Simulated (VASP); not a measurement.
# SnO (Fm-3m) in VASP: further runs

The runs below take SnO through single point, with r2SCAN.

Everything below comes from runs of VASP 6.6.1. Logs are shortened: lines on timing, memory, paths and dates and some standing lists are left out, and cuts for length are marked.

### 1 The cell of the first run

It takes space group Fm-3m (No. 225, cubic). Conventional cell: a = 5.124 Å, b = 5.124 Å, c = 5.124 Å, α = 90.00°, β = 90.00°, γ = 90.00°. Within 3.4 Å of Sn (site symmetry m-3m) lie 6 O at 2.56 Å. O (site symmetry m-3m) has 6 Sn at 2.56 Å within 3.4 Å.

### 2 Single point, r2SCAN (volume changed by +3%)

POSCAR

```
SnO
1.0
    0.0000000000      2.5620934363      2.5620934363
    2.5620934363      0.0000000000      2.5620934363
    2.5620934363      2.5620934363      0.0000000000
Sn O
1 1
Direct
    0.0000000000      0.0000000000      0.0000000000
    0.5000000000      0.5000000000      0.5000000000
```

INCAR.step1

```
PREC = Accurate
ENCUT = 520
ISMEAR = -1
SIGMA = 0.02
LREAL = False
LASPH = True
NELM = 60
NBANDS = 17
GGA = PE
ALGO = Normal
EDIFF = 1E-4
LWAVE = True
LCHARG = False
```

INCAR.step2

```
PREC = Accurate
ENCUT = 520
EDIFF = 1E-7
ISMEAR = -1
SIGMA = 0.02
LREAL = False
LASPH = True
NELM = 60
ALGO = Normal
ISIF = 2
LWAVE = False
LCHARG = False
METAGGA = R2SCAN
LMIXTAU = True
NBANDS = 17
ISTART = 1
```

KPOINTS

```
regular mesh
0
Gamma
  8 8 8
```

Potentials or basis: VASP PAW PBE potentials, release 64 (Sn_d, O).

Command:

```console
cat potpaw_PBE.64/Sn_d/POTCAR potpaw_PBE.64/O/POTCAR > POTCAR
cp INCAR.step1 INCAR
mpirun -np 1 vasp_std > vasp.out
cp INCAR.step2 INCAR
mpirun -np 1 vasp_std > vasp.out
```

OUTCAR:

```text
PREC = Accurate
   ENCUT = 520
   EDIFF = 1E-7
   ISMEAR = -1
   LREAL = False
   LASPH = True
   NELM = 60
   ISIF = 2
   METAGGA = R2SCAN
   ISTART = 1

 ion  position               nearest neighbor table
   1  0.000  0.000  0.000-   2 2.56   2 2.56   2 2.56   2 2.56   2 2.56   2 2.56
   2  0.500  0.500  0.500-   1 2.56   1 2.56   1 2.56   1 2.56   1 2.56   1 2.56

  LATTYP: Found a face centered cubic cell.
 ALAT       =     5.1241868726

  Lattice vectors:

 A1 = (   0.0000000000,   2.5620934363,   2.5620934363)
 A2 = (   2.5620934363,   0.0000000000,   2.5620934363)
 A3 = (   2.5620934363,   2.5620934363,   0.0000000000)

Analysis of symmetry for initial positions (statically):
=====================================================================
 Subroutine PRICEL returns:
 Original cell was already a primitive cell.

 Routine SETGRP: Setting up the symmetry group for a
 face centered cubic supercell.

 Subroutine GETGRP returns: Found 48 space group operations
[... 9 lines left out ...]

 Routine SETGRP: Setting up the symmetry group for a
 face centered cubic supercell.

 Subroutine GETGRP returns: Found 48 space group operations
[... 11 lines left out ...]
                                     Primitive cell

  volume of cell :      33.6368

  direct lattice vectors                    reciprocal lattice vectors
     0.000000000  2.562093436  2.562093436    -0.195152914  0.195152914  0.195152914
     2.562093436  0.000000000  2.562093436     0.195152914 -0.195152914  0.195152914
     2.562093436  2.562093436  0.000000000     0.195152914  0.195152914 -0.195152914

  length of vectors
     3.623347286  3.623347286  3.623347286     0.338014762  0.338014762  0.338014762

  position of ions in fractional coordinates (direct lattice)
     0.000000000  0.000000000  0.000000000
     0.500000000  0.500000000  0.500000000

  ion indices of the primitive-cell ions
   primitive index   ion index
                 1           1
                 2           2

----------------------------------------------------------------------------------------

 KPOINTS: regular mesh

Automatic generation of k-mesh.
 Grid dimensions read from file:
 generate k-points for:    8    8    8

 Generating k-lattice:

  Cartesian coordinates                     Fractional coordinates (reciprocal lattice)
    -0.024394114  0.024394114  0.024394114     0.125000000  0.000000000  0.000000000
     0.024394114 -0.024394114  0.024394114     0.000000000  0.125000000  0.000000000
     0.024394114  0.024394114 -0.024394114     0.000000000  0.000000000  0.125000000

  Length of vectors
     0.042251845  0.042251845  0.042251845

  Shift w.r.t. Gamma in fractional coordinates (k-lattice)
     0.000000000  0.000000000  0.000000000

 Subroutine IBZKPT returns following result:
 ===========================================

 Found     29 irreducible k-points:

 Following reciprocal coordinates:
            Coordinates               Weight
  0.000000  0.000000  0.000000      1.000000
  0.125000  0.000000  0.000000      8.000000
  0.250000  0.000000  0.000000      8.000000
  0.375000  0.000000  0.000000      8.000000
  0.500000  0.000000  0.000000      4.000000
  0.125000  0.125000  0.000000      6.000000
[... 16 lines left out ...]
  0.500000  0.250000  0.125000     48.000000
 -0.375000  0.250000  0.125000     24.000000
 [... further k-points ...]
   k-points           NKPTS =     29   k-points in BZ     NKDIM =     29   number of bands    NBANDS=     17
   number of dos      NEDOS =    301   number of ions     NIONS =      2
   total plane-waves  NPLWV =  21952
   dimension x,y,z NGX =    28 NGY =   28 NGZ =   28
   dimension x,y,z NGXF=    56 NGYF=   56 NGZF=   56
   ions per type =               1   1
   NGX,Y,Z   is equivalent  to a cutoff of  12.85, 12.85, 12.85 a.u.
   NGXF,Y,Z  is equivalent  to a cutoff of  25.69, 25.69, 25.69 a.u.
 SYSTEM =  unknown system
   PREC   = accura    normal or accurate (medium, high low for compatibility)
   ISTART =      1    job   : 0-new  1-cont  2-samecut
   ICHARG =      0    charge: 1-file 2-atom 10-const
   ISPIN  =      1    spin polarized calculation?
   LNONCOLLINEAR =      F non collinear calculations
   LSORBIT =      F    spin-orbit coupling
   LASPH  =      T    aspherical Exc in radial PAW
   ENCUT  =  520.0 eV  38.22 Ry    6.18 a.u.   6.74  6.74  6.74*2*pi/ulx,y,z
   NELM   =     60;   NELMIN=  2; NELMDL=  0     # of ELM steps
   EDIFF  = 0.1E-06   stopping-criterion for ELM
   LREAL  =      F    real-space projection
   EDIFFG = 0.1E-05   stopping-criterion for IOM
   NSW    =      0    number of steps for IOM
   IBRION =     -1    ionic relax: 0-MD 1-quasi-New 2-CG
   NFREE  =      0    steps in history (QN), initial steepest desc. (CG)
   ISIF   =      2    stress and relaxation
   ISYM   =      2    0-nonsym 1-usesym 2-fastsym
   POTIM  = 0.5000    time-step for ionic-motion
   TEBEG  =    0.0;   TEEND  =   0.0 temperature during run
   PSTRESS=    0.0 pullay stress
   NELECT =      20.0000    total number of electrons
   NUPDOWN=      -1.0000    fix difference up-down
   EMIN   =  10.00;   EMAX   =-10.00  energy-range for DOS
   EFERMI =   0.00;   METHOD = LEGACY
   ISMEAR =    -1;   SIGMA  =   0.02  broadening in eV -4-tet -1-fermi 0-gaus
   EFERMI_NEDOS =   21; number of points for ismear=-14 and -15
   IALGO  =     38    algorithm
   IMIX   =      4    mixing-type and parameters
     AMIX     =   0.40;   BMIX     =  1.00
     AMIX_MAG =   1.60;   BMIX_MAG =  1.00
  volume/ion in A,a.u.               =      16.82       113.50
  Fermi-wavevector in a.u.,A,eV,Ry     =   1.376617  2.601429 25.784061  1.895075
  Thomas-Fermi vector in A             =   2.501846
   LORBIT       =      0    0 simple, 1 ext, 2 COOP (PROOUT), +10 PAW based schemes
   METAGGA = R2SCAN    functional components
   LHFCALC =     F    Hartree Fock is set to
   AEXX    =    0.0000 exact exchange contribution
   IVDW    =     0    specifies the selected vdW correction
   LEPSILON=     F    determine dielectric tensor
   LRPA    =     F    only Hartree local field effects (RPA)
 non-spin polarized calculation
  energy-cutoff  :      520.00
  volume of cell :       33.64
 maximum number of plane-waves:       934
   NGX = 13   NGY = 13   NGZ = 13

 number of electron      19.9999990 magnetization

 Free energy of the ion-electron system (eV)
  ---------------------------------------------------
  ext. energy  EPLUGINS =         0.00000000
  ---------------------------------------------------
  free energy    TOTEN  =       -32.24717564 eV

  energy without entropy =      -32.24717564  energy(sigma->0) =      -32.24717564

 E-fermi :   7.6220     XC(G=0): -11.3472

 val. band max:        7.0924833626   @ k =   0.5000   0.1250   0.0000
 cond. band min:       8.0804525854   @ k =   0.5000   0.1250   0.0000
 fundamental gap:      0.9879692228
 Fermi energy:         7.6219796621

 k-point     1 :       0.0000    0.0000    0.0000
  band No.  band energies     occupation
      1     -14.8847      2.00000
      2     -14.8847      2.00000
      3     -14.8847      2.00000
      4     -14.8202      2.00000
      5     -14.8202      2.00000
      6     -12.2467      2.00000
[... 9 lines left out ...]
     16      17.9167      0.00000
     17      18.2896      0.00000

 k-point     2 :       0.1250    0.0000    0.0000
  band No.  band energies     occupation
      1     -14.8838      2.00000
      2     -14.8786      2.00000
      3     -14.8786      2.00000
      4     -14.8222      2.00000
      5     -14.8222      2.00000
      6     -12.1718      2.00000
[... 9 lines left out ...]
     16      18.5106      0.00000
     17      20.9848      0.00000

 k-point     3 :       0.2500    0.0000    0.0000
  band No.  band energies     occupation
      1     -14.8822      2.00000
      2     -14.8715      2.00000
      3     -14.8714      2.00000
      4     -14.8193      2.00000
      5     -14.8192      2.00000
      6     -11.9825      2.00000
[... 9 lines left out ...]
     16      19.6839      0.00000
     17      23.2287      0.00000

 k-point     4 :       0.3750    0.0000    0.0000
  band No.  band energies     occupation
      1     -14.8810      2.00000
      2     -14.8753      2.00000
      3     -14.8753      2.00000
      4     -14.8052      2.00000
      5     -14.8051      2.00000
      6     -11.7816      2.00000
[... 9 lines left out ...]
     16      21.0805      0.00000
     17      22.9022      0.00000

 k-point     5 :       0.5000    0.0000    0.0000
  band No.  band energies     occupation
      1     -14.8808      2.00000
      2     -14.8788      2.00000
      3     -14.8787      2.00000
      4     -14.7975      2.00000
      5     -14.7974      2.00000
      6     -11.6946      2.00000
[... 9 lines left out ...]
     16      21.9494      0.00000
     17      22.3207      0.00000

 k-point     6 :       0.1250    0.1250    0.0000
  band No.  band energies     occupation
      1     -14.8905      2.00000
      2     -14.8721      2.00000
      3     -14.8721      2.00000
      4     -14.8374      2.00000
      5     -14.8149      2.00000
      6     -12.1398      2.00000
[... 9 lines left out ...]
     16      19.6806      0.00000
     17      21.0589      0.00000
[... 281 lines left out ...]
 k-point    21 :       0.5000    0.5000    0.0000
  band No.  band energies     occupation
      1     -15.0817      2.00000
      2     -14.9248      2.00000
      3     -14.7952      2.00000
      4     -14.7952      2.00000
      5     -14.7835      2.00000
      6     -11.2254      2.00000
[... 9 lines left out ...]
     16      26.6446      0.00000
     17      27.4960      0.00000

 k-point    22 :       0.3750    0.2500    0.1250
  band No.  band energies     occupation
      1     -14.8974      2.00000
      2     -14.8913      2.00000
      3     -14.8503      2.00000
      4     -14.8422      2.00000
      5     -14.8052      2.00000
      6     -11.7775      2.00000
[... 9 lines left out ...]
     16      21.5249      0.00000
     17      23.5877      0.00000

 k-point    23 :       0.5000    0.2500    0.1250
  band No.  band energies     occupation
      1     -14.9258      2.00000
      2     -14.8793      2.00000
      3     -14.8501      2.00000
      4     -14.8320      2.00000
      5     -14.8040      2.00000
      6     -11.5768      2.00000
[... 9 lines left out ...]
     16      22.4053      0.00000
     17      24.3674      0.00000

 k-point    24 :      -0.3750    0.2500    0.1250
  band No.  band energies     occupation
      1     -14.9366      2.00000
      2     -14.8718      2.00000
      3     -14.8420      2.00000
      4     -14.8413      2.00000
      5     -14.8009      2.00000
      6     -11.4915      2.00000
[... 9 lines left out ...]
     16      22.9592      0.00000
     17      25.0359      0.00000

 [... further k-points ...]

------------------------ aborting loop because EDIFF is reached ----------------------------------------

  FORCE on cell =-STRESS in cart. coord.  units (eV):
  Direction    XX          YY          ZZ          XY          YZ          ZX
  --------------------------------------------------------------------------------------
  -------------------------------------------------------------------------------------
  Total       -0.5682494     -0.5682494     -0.5682494      0.0000000      0.0000000      0.0000000
  in kB      -27.0666610    -27.0666610    -27.0666610      0.0000000      0.0000000      0.0000000
  external PRESSURE =     -27.0666610 kB  Pullay stress =       0.0000000 kB

 VOLUME and BASIS-vectors are now :
 -----------------------------------------------------------------------------
  energy-cutoff  :      520.00
  volume of cell :       33.64
      direct lattice vectors                 reciprocal lattice vectors
     0.000000000  2.562093436  2.562093436    -0.195152914  0.195152914  0.195152914
     2.562093436  0.000000000  2.562093436     0.195152914 -0.195152914  0.195152914
     2.562093436  2.562093436  0.000000000     0.195152914  0.195152914 -0.195152914

 POSITION                                       TOTAL-FORCE (eV/Angst)
 -----------------------------------------------------------------------------------
      0.00000      0.00000      0.00000         0.000000      0.000000     -0.000000
      2.56209      2.56209      2.56209         0.000000     -0.000000      0.000000
 -----------------------------------------------------------------------------------
    total drift:                                0.000000      0.000000      0.000000

  FREE ENERGIE OF THE ION-ELECTRON SYSTEM (eV)
  ---------------------------------------------------
  free  energy   TOTEN  =       -32.2471756376 eV

  energy  without entropy=      -32.2471756376  energy(sigma->0) =      -32.24717564
```

It took 42 s on 1 thread of Intel Xeon 6975P-C (Granite Rapids), shared host; peak memory 0.16 GiB.

What came out:

```yaml
Free_energy: -32.2472 eV
Pressure: -2.7 GPa
Band_gap_on_the_k_mesh: 0.99 eV, direct
```

Caveat: the PAW data sets were made with another functional, which shifts forces and pressure a little; spin-orbit coupling is left out, which moves the levels of the heavy elements. A k mesh can miss the band edges.

### 3 Single point, r2SCAN (volume changed by +6%)

POSCAR

```
SnO
1.0
    0.0000000000      2.5867304614      2.5867304614
    2.5867304614      0.0000000000      2.5867304614
    2.5867304614      2.5867304614      0.0000000000
Sn O
1 1
Direct
    0.0000000000      0.0000000000      0.0000000000
    0.5000000000      0.5000000000      0.5000000000
```

INCAR.step1

```
SYSTEM = SnO
PREC = Accurate
ENCUT = 520
ISMEAR = -1
SIGMA = 0.02
LREAL = .FALSE.
LASPH = .TRUE.
NELM = 100
NBANDS = 17
GGA = PE
ALGO = Normal
EDIFF = 1E-4
LWAVE = .TRUE.
LCHARG = .FALSE.
```

INCAR.step2

```
SYSTEM = SnO
PREC = Accurate
ENCUT = 520
EDIFF = 1E-6
ISMEAR = -1
SIGMA = 0.02
LREAL = .FALSE.
LASPH = .TRUE.
NELM = 100
ALGO = Normal
ISIF = 2
LWAVE = .FALSE.
LCHARG = .FALSE.
METAGGA = R2SCAN
LMIXTAU = .TRUE.
NBANDS = 17
ISTART = 1
```

KPOINTS

```
regular mesh
0
G
  8 8 8
  0 0 0
```

Potentials or basis: VASP PAW PBE potentials, release 64 (Sn_d, O).

Command:

```console
cat potpaw_PBE.64/Sn_d/POTCAR potpaw_PBE.64/O/POTCAR > POTCAR
cp INCAR.step1 INCAR
mpirun -np 1 vasp_std > vasp.out
cp INCAR.step2 INCAR
mpirun -np 1 vasp_std > vasp.out
```

It took 36 s on 1 thread of Intel Xeon 6975P-C (Granite Rapids), shared host; peak memory 0.17 GiB.

It converged, with:

```yaml
Free_energy: -32.2241 eV
Pressure: -5.1 GPa
Band_gap_on_the_k_mesh: 0.95 eV, indirect (least direct gap 0.99 eV)
```

Levels at points of the mesh, in eV from the valence-band top:
```tsv
k point	band 6	band 7	band 8	band 9	band 10	band 11	band 12	band 13	band 14	band 15
(0.00, 0.00, 0.00)	-19.09	-6.49	-2.93	-2.93	-2.93	7.93	7.93	7.93	10.78	10.78
(0.50, 0.00, 0.00)	-18.58	-8.01	-2.75	-2.75	-0.22	0.95	4.75	4.75	10.21	14.68
(0.50, 0.50, 0.00)	-18.16	-5.91	-4.46	-3.97	-3.97	4.03	5.94	6.22	6.22	14.09
```

Caveat: the PAW data sets were made with another functional, which shifts forces and pressure a little; spin-orbit coupling is left out, which moves the levels of the heavy elements. A k mesh can miss the band edges.
